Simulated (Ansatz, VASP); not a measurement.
**Two plane-wave programs on HgPt2**

```
Hg Pt
1.0
     1.76375    1.01830    5.32697
    -1.76375    1.01830    5.32697
     0.00000   -2.03660    5.32697
Hg Pt
1 2
Direct
  0.00000 0.00000 0.00000
  0.75000 0.75000 0.75000
  0.25000 0.25000 0.25000
```

Alike in both runs: task relaxation of cell and atoms; functional PBE; k mesh 6 × 6 × 6; occupations gaussian, width 0.1 eV; no spin polarisation.

```csv
,VASP,Ansatz
version,VASP 6.6.1,Ansatz 0.2.0
potentials or method,"VASP PAW PBE potentials, release 64 (Hg, Pt), cutoff 600 eV","scalar-relativistic, plane waves, PAW"
valence electrons in the cell,32,56
```

Ansatz gave:

```
gap on the k mesh at the Fermi level, each at its own relaxed structure (eV) : none
relaxed volume (Å³/atom)                                                     : 17.20
relaxed cell length with the largest relative difference (Å)                 : 7.267
```

Task: What did VASP give for the same quantities?

Result: gap on the k mesh at the Fermi level, each at its own relaxed structure (eV): none; relaxed volume (Å³/atom): 17.23; relaxed cell length with the largest relative difference (Å): 7.295.

A gap of «none» marks a metal or a gap that the smearing closes. VASP's potentials hold 32 valence electrons a cell and Ansatz's 56, so a difference there can come from the potentials and not from the codes.

Neither program's run includes spin-orbit coupling.
